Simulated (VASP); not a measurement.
# Si (I4/mmm) in VASP: further runs

Si is run at these levels: PBE; tasks: single point.

Program: VASP 6.6.1. These are calculated values, not measurements. Logs are shortened: lines on timing, memory, paths and dates and some standing lists are left out, and cuts for length are marked.

## (1) The cell of the first run

The structure is tetragonal, space group I4/mmm (No. 139). Conventional cell: a = 6.651 Å, b = 6.651 Å, c = 3.845 Å, α = 90.00°, β = 90.00°, γ = 90.00°. Within 3.1 Å of Si (site symmetry m2m) lie 4 Si at 2.34 to 2.38 Å.

## (2) Single point, PBE

INCAR reads:

```
  ALGO = Normal
  EDIFF = 1E-6
  ENCUT = 520
  GGA = PE
  ISIF = 2
  ISMEAR = 0
  LASPH = T
  LCHARG = T
  LELF = T
  LREAL = F
  LVHAR = T
  LWAVE = F
  NBANDS = 16
  NELM = 100
  PREC = Accurate
  SIGMA = 0.03
```

KPOINTS reads:

```
k-points
0
Gamma
  4 4 4
```

POSCAR reads:

```
Si
1.0
   -3.3254442900      3.3254442900      1.9223856600
    3.3254442900     -3.3254442900      1.9223856600
    3.3254442900      3.3254442900     -1.9223856600
Si
4
Direct
    0.1788010600      0.1788010600      0.3576021200
    0.8211989400      0.8211989400      0.6423978800
    0.1788010600      0.8211989400      0.0000000000
    0.8211989400      0.1788010600      0.0000000000
```

Potentials or basis: VASP PAW PBE potentials, release 64 (Si).

The run is started by

```
cat potpaw_PBE.64/Si/POTCAR > POTCAR
mpirun -np 1 vasp_std > vasp.out
```

OUTCAR:

```text
EDIFF = 1E-6
   ENCUT = 520
   GGA = PE
   ISIF = 2
   ISMEAR = 0
   LASPH = T
   LREAL = F
   NELM = 100
   PREC = Accurate

 ion  position               nearest neighbor table
   1  0.179  0.179  0.358-   2 2.34   2 2.34   3 2.38   4 2.38
   2  0.821  0.821  0.642-   1 2.34   1 2.34   4 2.38   3 2.38
   3  0.179  0.821  0.000-   4 2.34   4 2.34   2 2.38   1 2.38
   4  0.821  0.179  0.000-   3 2.34   3 2.34   2 2.38   1 2.38

  LATTYP: Found a body centered tetragonal cell.
 ALAT       =     6.6508885800
 C/A-ratio  =     0.5780838566

  Lattice vectors:

 A1 = (  -3.3254442900,   3.3254442900,   1.9223856600)
 A2 = (   3.3254442900,  -3.3254442900,   1.9223856600)
 A3 = (   3.3254442900,   3.3254442900,  -1.9223856600)

Analysis of symmetry for initial positions (statically):
=====================================================================
 Subroutine PRICEL returns:
 Original cell was already a primitive cell.

 Routine SETGRP: Setting up the symmetry group for a
 body centered tetragonal supercell.

 Subroutine GETGRP returns: Found 16 space group operations
 (whereof 16 operations were pure point group operations)
 out of a pool of 16 trial point group operations.

The static configuration has the point symmetry D_4h.

Analysis of symmetry for dynamics (positions and initial velocities):
=====================================================================
 Subroutine PRICEL returns:
 Original cell was already a primitive cell.

 Routine SETGRP: Setting up the symmetry group for a
 body centered tetragonal supercell.

 Subroutine GETGRP returns: Found 16 space group operations
 (whereof 16 operations were pure point group operations)
 out of a pool of 16 trial point group operations.

The dynamic configuration has the point symmetry D_4h.

 Subroutine INISYM returns: Found 16 space group operations
 (whereof 16 operations are pure point group operations),
 and found     1 'primitive' translations

----------------------------------------------------------------------------------------

                                     Primitive cell

  volume of cell :      85.0354

[... 78 lines left out ...]
   ENCUT  =  520.0 eV  38.22 Ry    6.18 a.u.   9.45  9.45  9.45*2*pi/ulx,y,z
   NELM   =    100;   NELMIN=  2; NELMDL= -5     # of ELM steps
   EDIFF  = 0.1E-05   stopping-criterion for ELM
   LREAL  =      F    real-space projection
   EDIFFG = 0.1E-04   stopping-criterion for IOM
   NSW    =      0    number of steps for IOM
   IBRION =     -1    ionic relax: 0-MD 1-quasi-New 2-CG
   NFREE  =      0    steps in history (QN), initial steepest desc. (CG)
   ISIF   =      2    stress and relaxation
   ISYM   =      2    0-nonsym 1-usesym 2-fastsym
   POTIM  = 0.5000    time-step for ionic-motion
   TEBEG  =    0.0;   TEEND  =   0.0 temperature during run
   PSTRESS=    0.0 pullay stress
   NELECT =      16.0000    total number of electrons
   NUPDOWN=      -1.0000    fix difference up-down
   EMIN   =  10.00;   EMAX   =-10.00  energy-range for DOS
   EFERMI =   0.00;   METHOD = LEGACY
   ISMEAR =     0;   SIGMA  =   0.03  broadening in eV -4-tet -1-fermi 0-gaus
   EFERMI_NEDOS =   21; number of points for ismear=-14 and -15
   IALGO  =     38    algorithm
   IMIX   =      4    mixing-type and parameters
     AMIX     =   0.40;   BMIX     =  1.00
     AMIX_MAG =   1.60;   BMIX_MAG =  1.00
  volume/ion in A,a.u.               =      21.26       143.46
  Fermi-wavevector in a.u.,A,eV,Ry     =   0.938098  1.772748 11.973506  0.880028
  Thomas-Fermi vector in A             =   2.065276
   LORBIT       =      0    0 simple, 1 ext, 2 COOP (PROOUT), +10 PAW based schemes
   GGA     = PE    functional components
   LHFCALC =     F    Hartree Fock is set to
   AEXX    =    0.0000 exact exchange contribution
   IVDW    =     0    specifies the selected vdW correction
   LEPSILON=     F    determine dielectric tensor
   LRPA    =     F    only Hartree local field effects (RPA)
 non-spin polarized calculation
 Gauss-broadening in eV      SIGMA  =   0.03
  energy-cutoff  :      520.00
  volume of cell :       85.04
 maximum number of plane-waves:      2319
 NGX is ok and might be reduce to    40
   NGX = 19   NGY = 19   NGZ = 19

 number of electron      16.0000000 magnetization

 Free energy of the ion-electron system (eV)
  ---------------------------------------------------
  ext. energy  EPLUGINS =         0.00000000
  ---------------------------------------------------
  free energy    TOTEN  =       -21.21898711 eV

  energy without entropy =      -21.21898711  energy(sigma->0) =      -21.21898711

 E-fermi :   5.5894     XC(G=0):  -9.0773

 val. band max:        5.4624953040   @ k =   0.5000   0.5000   0.5000
 cond. band min:       5.7226960376   @ k =   0.2500   0.2500   0.2500
 fundamental gap:      0.2602007336
 Fermi energy:         5.5893660039

 k-point     1 :       0.0000    0.0000    0.0000
  band No.  band energies     occupation
      1      -6.5871      2.00000
      2      -2.3706      2.00000
      3      -0.1062      2.00000
      4      -0.1062      2.00000
      5       1.7082      2.00000
      6       3.9640      2.00000
[... 224 lines left out ...]
      3      -3.6824      2.00000
      4       0.4592      2.00000
      5       2.5192      2.00000
      6       5.2272      2.00000
[... 8 lines left out ...]
     15      10.3518      0.00000
     16      12.3119      0.00000

------------------------ aborting loop because EDIFF is reached ----------------------------------------

  FORCE on cell =-STRESS in cart. coord.  units (eV):
  Direction    XX          YY          ZZ          XY          YZ          ZX
  --------------------------------------------------------------------------------------
  -------------------------------------------------------------------------------------
  Total        0.5873254      0.5873254      1.0616591      0.0000000      0.0000000      0.0000000
  in kB       11.0659705     11.0659705     20.0030304      0.0000000      0.0000000      0.0000000
  external PRESSURE =      14.0449905 kB  Pullay stress =       0.0000000 kB

 VOLUME and BASIS-vectors are now :
 -----------------------------------------------------------------------------
  energy-cutoff  :      520.00
  volume of cell :       85.04
      direct lattice vectors                 reciprocal lattice vectors
    -3.325444290  3.325444290  1.922385660     0.000000000  0.150355849  0.260093492
     3.325444290 -3.325444290  1.922385660     0.150355849  0.000000000  0.260093492
     3.325444290  3.325444290 -1.922385660     0.150355849  0.150355849  0.000000000

 POSITION                                       TOTAL-FORCE (eV/Angst)
 -----------------------------------------------------------------------------------
      1.18919      1.18919     -0.00000        -0.013988     -0.013988      0.000000
      2.13626      2.13626      1.92239         0.013988      0.013988     -0.000000
      2.13626     -2.13626      1.92239         0.013988     -0.013988      0.000000
     -2.13626      2.13626      1.92239        -0.013988      0.013988      0.000000
 -----------------------------------------------------------------------------------
    total drift:                               -0.000000     -0.000000      0.000000

  FREE ENERGIE OF THE ION-ELECTRON SYSTEM (eV)
  ---------------------------------------------------
  free  energy   TOTEN  =       -21.2189871148 eV

  energy  without entropy=      -21.2189871148  energy(sigma->0) =      -21.21898711
```

Wall time 23 s (1 thread of Intel Xeon 8259CL, shared host); peak memory 0.22 GiB.

Results:

```
Free energy            : -21.2190 eV
Pressure               : 1.4 GPa
Largest force          : 0.020 eV/Å
Band gap on the k mesh : 0.26 eV, indirect (least direct gap 0.38 eV)
```

Forces in eV/Å, atoms in the order of the input:
```
Si  -0.014 -0.014  0.000
Si   0.014  0.014  0.000
Si   0.014 -0.014  0.000
Si  -0.014  0.014  0.000
```

Stress tensor (GPa, compression positive):
```
1.11 0.00 0.00
0.00 1.11 0.00
0.00 0.00 2.00
```

Levels at points of the mesh, in eV from the valence-band top:
| k point | band 4 | band 5 | band 6 | band 7 | band 8 | band 9 | band 10 | band 11 | band 12 | band 13 |
| --- | --- | --- | --- | --- | --- | --- | --- | --- | --- | --- |
| (0.00, 0.00, 0.00) | -5.57 | -3.75 | -1.50 | -1.50 | -0.56 | 1.42 | 1.59 | 1.59 | 2.30 | 2.30 |
| (0.50, 0.00, 0.00) | -6.14 | -4.35 | -3.48 | -2.38 | -1.43 | 0.85 | 2.37 | 3.04 | 3.49 | 4.17 |
| (0.50, 0.50, 0.00) | -4.94 | -2.84 | -2.01 | -1.88 | -1.63 | 1.62 | 1.90 | 1.97 | 3.98 | 4.31 |
| (0.50, 0.50, 0.50) | -5.00 | -2.94 | -0.24 | 0.00 | 0.00 | 0.38 | 3.21 | 3.47 | 4.01 | 4.48 |

Caveat: the k points lie up to 0.47 Å⁻¹ apart.

## (3) Single point, PBE

INCAR reads:

```
SYSTEM = Si
ALGO = Normal ; EDIFF = 1E-6
ENCUT = 500 ; GGA = PE
GGA_COMPAT = .FALSE. ; ISIF = 2
ISMEAR = 0 ; LASPH = .TRUE.
LCHARG = .FALSE. ; LREAL = .FALSE.
LWAVE = .FALSE. ; NBANDS = 16
NELM = 120 ; PREC = Accurate
SIGMA = 0.03
```

KPOINTS reads:

```
k-points
0
G
  4 4 4
  0 0 0
```

POSCAR is that of step 2.

Potentials or basis: VASP PAW PBE potentials, release 64 (Si).

The run is started by

```
cat potpaw_PBE.64/Si/POTCAR > POTCAR
mpirun -np 1 vasp_std > vasp.out
```

It took 17 s on 1 thread of Intel Xeon 6975P-C, shared host; peak memory 0.22 GiB.

The run converged. Its results:

| Item | Value |
| --- | --- |
| Free energy | -21.2190 eV |
| Pressure | 1.4 GPa |
| Largest force | 0.020 eV/Å |
| Band gap on the k mesh | 0.26 eV, indirect (least direct gap 0.38 eV) |

Forces in eV/Å, atoms in the order of the input:
```
Si  -0.014 -0.014  0.000
Si   0.014  0.014  0.000
Si   0.014 -0.014  0.000
Si  -0.014  0.014  0.000
```

Stress tensor (GPa, compression positive):
```
1.11 0.00 0.00
0.00 1.11 0.00
0.00 0.00 2.00
```

Levels at points of the mesh, in eV from the valence-band top:
```
           k point  band 6  band 7  band 8  band 9  band 10  band 11
(0.00, 0.00, 0.00)   -1.50   -1.50   -0.56    1.42     1.59     1.59
(0.50, 0.00, 0.00)   -3.48   -2.38   -1.43    0.85     2.37     3.04
(0.50, 0.50, 0.00)   -2.01   -1.88   -1.63    1.62     1.90     1.97
(0.50, 0.50, 0.50)   -0.24    0.00    0.00    0.38     3.21     3.47
```

Caveat: the k points lie up to 0.47 Å⁻¹ apart. A k mesh can miss the band edges.
